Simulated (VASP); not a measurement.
# Sc (Fm-3m) in VASP: phonons with revPBE+D3(BJ)+U

Aim: the phonons of Sc with revPBE+D3(BJ)+U.

Program: VASP 6.6.1. These are calculated values, not measurements. Logs are shortened: lines on timing, memory, paths and dates and some standing lists are left out, and cuts for length are marked.

## Step 1: The cell of the first run

The structure is cubic, space group Fm-3m (No. 225). The conventional cell has a = 4.520 Å, b = 4.520 Å, c = 4.520 Å, α = 90.00°, β = 90.00°, γ = 90.00°. Within 4.2 Å of Sc (site symmetry m-3m) lie 12 Sc at 3.20 Å.

This isn't the form of Sc at room conditions, which is hcp.

## Step 2: Phonons, revPBE+D3(BJ)+U

Contents of INCAR:

```
PREC = Accurate
ENCUT = 520
EDIFF = 1E-8
ISMEAR = 1
SIGMA = 0.01
LREAL = F
LASPH = T
NELM = 150
ALGO = Normal
ISIF = 2
LWAVE = F
LCHARG = F
LMAXMIX = 4
LDAU = T
LDAUTYPE = 2
LDAUL = 2
LDAUU = 5
LDAUJ = 0
LDAUPRINT = 1
GGA = RE
IVDW = 12
IBRION = 6
NFREE = 2
POTIM = 0.015
NSW = 1
```

Contents of KPOINTS:

```
Automatic mesh
0
Gamma
  10 10 10
```

Contents of POSCAR:

```
Sc
1.0
    0.0000000000      2.2600000000      2.2600000000
    2.2600000000      0.0000000000      2.2600000000
    2.2600000000      2.2600000000      0.0000000000
Sc
1
Direct
    0.0000000000      0.0000000000      0.0000000000
```

Potentials or basis: VASP PAW PBE potentials, release 64 (Sc_sv).

Command:

```bash
$ cat potpaw_PBE.64/Sc_sv/POTCAR > POTCAR
$ mpirun -np 1 vasp_std > vasp.out
```

OUTCAR:

```text
PREC = Accurate
   ENCUT = 520
   EDIFF = 1E-8
   ISMEAR = 1
   LREAL = F
   LASPH = T
   NELM = 150
   ISIF = 2
   GGA = RE
   IVDW = 12
   IBRION = 6
   NFREE = 2
   POTIM = 0.015
   NSW = 1
 IVDW          = 12

 ion  position               nearest neighbor table
   1  0.000  0.000  0.000-

  LATTYP: Found a face centered cubic cell.
 ALAT       =     4.5200000000

  Lattice vectors:

 A1 = (   0.0000000000,   2.2600000000,   2.2600000000)
 A2 = (   2.2600000000,   0.0000000000,   2.2600000000)
 A3 = (   2.2600000000,   2.2600000000,   0.0000000000)

Analysis of symmetry for initial positions (statically):
=====================================================================
 Subroutine PRICEL returns:
 Original cell was already a primitive cell.

 Routine SETGRP: Setting up the symmetry group for a
 face centered cubic supercell.

 Subroutine GETGRP returns: Found 48 space group operations
 (whereof 48 operations were pure point group operations)
 out of a pool of 48 trial point group operations.

The static configuration has the point symmetry O_h .

Analysis of symmetry for dynamics (positions and initial velocities):
=====================================================================
 Subroutine PRICEL returns:
 Original cell was already a primitive cell.

 Routine SETGRP: Setting up the symmetry group for a
 face centered cubic supercell.

 Subroutine GETGRP returns: Found 48 space group operations
 (whereof 48 operations were pure point group operations)
 out of a pool of 48 trial point group operations.

The dynamic configuration has the point symmetry O_h .

 Subroutine INISYM returns: Found 48 space group operations
 (whereof 48 operations are pure point group operations),
 and found     1 'primitive' translations

----------------------------------------------------------------------------------------

                                     Primitive cell

  volume of cell :      23.0864

  direct lattice vectors                    reciprocal lattice vectors
     0.000000000  2.260000000  2.260000000    -0.221238938  0.221238938  0.221238938
     2.260000000  0.000000000  2.260000000     0.221238938 -0.221238938  0.221238938
     2.260000000  2.260000000  0.000000000     0.221238938  0.221238938 -0.221238938

  length of vectors
     3.196122651  3.196122651  3.196122651     0.383197081  0.383197081  0.383197081

  position of ions in fractional coordinates (direct lattice)
     0.000000000  0.000000000  0.000000000

  ion indices of the primitive-cell ions
   primitive index   ion index
                 1           1

----------------------------------------------------------------------------------------

 KPOINTS: Automatic mesh

Automatic generation of k-mesh.
 Grid dimensions read from file:
 generate k-points for:   10   10   10

 Generating k-lattice:

  Cartesian coordinates                     Fractional coordinates (reciprocal lattice)
    -0.022123894  0.022123894  0.022123894     0.100000000  0.000000000  0.000000000
     0.022123894 -0.022123894  0.022123894     0.000000000  0.100000000  0.000000000
     0.022123894  0.022123894 -0.022123894     0.000000000  0.000000000  0.100000000

  Length of vectors
     0.038319708  0.038319708  0.038319708

  Shift w.r.t. Gamma in fractional coordinates (k-lattice)
     0.000000000  0.000000000  0.000000000

 Subroutine IBZKPT returns following result:
 ===========================================
[... 73 lines left out ...]
 LDA+U is selected, type is set to LDAUTYPE =  2
   angular momentum for each species LDAUL =     2
   U (eV)           for each species LDAUU =   5.0
   J (eV)           for each species LDAUJ =   0.0
   GGA     = RE    functional components
   LHFCALC =     F    Hartree Fock is set to
   AEXX    =    0.0000 exact exchange contribution
   IVDW    =    12    specifies the selected vdW correction
   LEPSILON=     F    determine dielectric tensor
   LRPA    =     F    only Hartree local field effects (RPA)
 finite differences with symmetry
 non-spin polarized calculation
 Methfessel and Paxton  Order N= 1 SIGMA  =   0.01
  energy-cutoff  :      520.00
  volume of cell :       23.09
 maximum number of plane-waves:       636
   NGX = 11   NGY = 11   NGZ = 11

--------------------------------------- Ionic step        1  -------------------------------------------

 number of electron      11.0000000 magnetization

 Free energy of the ion-electron system (eV)
  ---------------------------------------------------
  ext. energy  EPLUGINS =         0.00000000
  ---------------------------------------------------
  free energy    TOTEN  =        -3.86336388 eV

  energy without entropy =       -3.86336045  energy(sigma->0) =       -3.86336273

------------------------ aborting loop because EDIFF is reached ----------------------------------------

 Edisp (eV)   -0.76233

 E8    (eV) :    -0.5581
[... 63 lines left out ...]
  FREE ENERGIE OF THE ION-ELECTRON SYSTEM (eV)
  ---------------------------------------------------
  free  energy   TOTEN  =        -4.6256933292 eV

  energy  without entropy=       -4.6256899005  energy(sigma->0) =       -4.62569219

atom =   1  type =  1  l = 2

 onsite density matrix

spin component  1

  0.0798 -0.0000  0.0000  0.0000 -0.0000
 -0.0000  0.0798  0.0000  0.0000 -0.0000
  0.0000  0.0000  0.0665  0.0000 -0.0000
  0.0000  0.0000  0.0000  0.0798 -0.0000
 -0.0000 -0.0000 -0.0000 -0.0000  0.0665

spin component  2

  0.0798 -0.0000  0.0000  0.0000 -0.0000
 -0.0000  0.0798  0.0000  0.0000 -0.0000
  0.0000  0.0000  0.0665  0.0000 -0.0000
  0.0000  0.0000  0.0000  0.0798 -0.0000
 -0.0000 -0.0000 -0.0000 -0.0000  0.0665

 occupancies and eigenvectors

  o =  0.0665  v =  0.0000  0.0000  0.9960 -0.0000 -0.0896  0.0000  0.0000  0.0000  0.0000  0.0000      0.0000  0.0000  0.0000  0.0000  0.0000  0.0000  0.0000  0.0000  0.0000  0.0000
  o =  0.0665  v =  0.0000  0.0000  0.0000  0.0000  0.0000  0.0000  0.0000  0.9960 -0.0000 -0.0896      0.0000  0.0000  0.0000  0.0000  0.0000  0.0000  0.0000  0.0000  0.0000  0.0000
  o =  0.0665  v =  0.0000  0.0000  0.0000  0.0000  0.0000  0.0000 -0.0000 -0.0896 -0.0000 -0.9960      0.0000  0.0000  0.0000  0.0000  0.0000  0.0000  0.0000  0.0000  0.0000  0.0000
  o =  0.0665  v =  0.0000 -0.0000 -0.0896 -0.0000 -0.9960  0.0000  0.0000  0.0000  0.0000  0.0000      0.0000  0.0000  0.0000  0.0000  0.0000  0.0000  0.0000  0.0000  0.0000  0.0000
  o =  0.0798  v =  0.0000  0.0000  0.0000  0.0000  0.0000  0.0000 -0.9997  0.0000  0.0230  0.0000      0.0000  0.0000  0.0000  0.0000  0.0000  0.0000  0.0000  0.0000  0.0000  0.0000
  o =  0.0798  v =  0.0000 -0.9997  0.0000  0.0230  0.0000  0.0000  0.0000  0.0000  0.0000  0.0000      0.0000  0.0000  0.0000  0.0000  0.0000  0.0000  0.0000  0.0000  0.0000  0.0000
  o =  0.0798  v =  0.0000  0.0230  0.0000  0.9997 -0.0000  0.0000  0.0000  0.0000  0.0000  0.0000      0.0000  0.0000  0.0000  0.0000  0.0000  0.0000  0.0000  0.0000  0.0000  0.0000
  o =  0.0798  v =  0.0000  0.0000  0.0000  0.0000  0.0000  0.0000  0.0230  0.0000  0.9997 -0.0000      0.0000  0.0000  0.0000  0.0000  0.0000  0.0000  0.0000  0.0000  0.0000  0.0000
  o =  0.0798  v =  1.0000  0.0000  0.0000  0.0000  0.0000  0.0000  0.0000  0.0000  0.0000  0.0000      0.0000  0.0000  0.0000  0.0000  0.0000  0.0000  0.0000  0.0000  0.0000  0.0000
  o =  0.0798  v =  0.0000  0.0000  0.0000  0.0000  0.0000  1.0000  0.0000  0.0000  0.0000  0.0000      0.0000  0.0000  0.0000  0.0000  0.0000  0.0000  0.0000  0.0000  0.0000  0.0000

--------------------------------------- Ionic step        3  -------------------------------------------

 number of electron      11.0000000 magnetization

 Free energy of the ion-electron system (eV)
  ---------------------------------------------------
  ext. energy  EPLUGINS =         0.00000000
  ---------------------------------------------------
  free energy    TOTEN  =        -3.86336403 eV

  energy without entropy =       -3.86336061  energy(sigma->0) =       -3.86336289

 E-fermi :   4.9454     XC(G=0): -10.1553

 val. band max:        4.9401367866   @ k =   0.4000   0.0000   0.0000
 cond. band min:       4.9657910643   @ k =  -0.3000   0.5000   0.2000
 fundamental gap:      0.0256542777
 Fermi energy:         4.9454184529

 k-point     1 :       0.0000    0.0000    0.0000
  band No.  band energies     occupation
      1     -45.9502      2.00000
      2     -24.2257      2.00000
      3     -24.2257      2.00000
      4     -24.2257      2.00000
      5      -1.1379      2.00000
      6       7.1595      0.00000
      7       7.1595      0.00000
      8       7.1595      0.00000
      9       8.8066      0.00000
[... 265 lines left out ...]
 k-point    24 :       0.4000    0.3000    0.0000
  band No.  band energies     occupation
      1     -45.8720      2.00000
      2     -24.5746      2.00000
      3     -24.3652      2.00000
      4     -24.3507      2.00000
      5       2.4567      2.00000
      6       5.0059     -0.00000
      7       6.2651      0.00000
      8       8.6782      0.00000
      9       9.1656      0.00000

 [... further k-points ...]

------------------------ aborting loop because EDIFF is reached ----------------------------------------

 Edisp (eV)   -0.76233

 E8    (eV) :    -0.5581
[... 24 lines left out ...]
  FREE ENERGIE OF THE ION-ELECTRON SYSTEM (eV)
  ---------------------------------------------------
  free  energy   TOTEN  =        -4.6256933045 eV

  energy  without entropy=       -4.6256898758  energy(sigma->0) =       -4.62569216

 INTERNAL STRAIN TENSORS FROM DISPLACED ATOMS
 ============================================

 INTERNAL STRAIN TENSOR FOR ION    1 for displacements in x,y,z  (eV/Angst):
          X           Y           Z          XY          YZ          ZX
  --------------------------------------------------------------------------------
  x     0.00000     0.00000     0.00000     0.00000     0.00000     0.00000
  y     0.00000     0.00000     0.00000     0.00000     0.00000     0.00000
  z     0.00000     0.00000     0.00000     0.00000     0.00000     0.00000

 Eigenvectors and eigenvalues of the dynamical matrix
 ----------------------------------------------------

   1 f/i=    0.000000 THz     0.000000 2PiTHz    0.000000 cm-1     0.000000 meV
             X         Y         Z           dx          dy          dz
      0.000000  0.000000  0.000000     0.707107   -0.707107    0.000000

   2 f/i=    0.000000 THz     0.000000 2PiTHz    0.000000 cm-1     0.000000 meV
             X         Y         Z           dx          dy          dz
      0.000000  0.000000  0.000000    -0.707107   -0.707107    0.000000

   3 f/i=    0.000000 THz     0.000000 2PiTHz    0.000000 cm-1     0.000000 meV
             X         Y         Z           dx          dy          dz
      0.000000  0.000000  0.000000     0.000000    0.000000    1.000000

 ELASTIC MODULI CONTR FROM IONIC RELAXATION (kBar)
 Direction    XX          YY          ZZ          XY          YZ          ZX
 --------------------------------------------------------------------------------
 XX           0.0000      0.0000      0.0000      0.0000      0.0000      0.0000
 YY           0.0000      0.0000      0.0000      0.0000      0.0000      0.0000
 ZZ           0.0000      0.0000      0.0000      0.0000      0.0000      0.0000
 XY           0.0000      0.0000      0.0000      0.0000      0.0000      0.0000
 YZ           0.0000      0.0000      0.0000      0.0000      0.0000      0.0000
 ZX           0.0000      0.0000      0.0000      0.0000      0.0000      0.0000
 --------------------------------------------------------------------------------
```

Wall time 9.6 s (1 thread of Intel Xeon 6975P-C (Granite Rapids), shared host); peak memory 0.15 GiB.

Results:

```
Dispersion energy per atom : -0.762 eV
```

Eigenvalues of the final occupation matrices:
| site | spin | trace | eigenvalues |
| --- | --- | --- | --- |
| site 1 d | 1 | 0.37 | 0.07 0.07 0.08 0.08 0.08 |
| site 1 d | 2 | 0.37 | 0.07 0.07 0.08 0.08 0.08 |

Caveat: the cell stands under pressure or tension, which shifts response properties; three body term missing; the U is typed as a test and isn't derived for this compound.
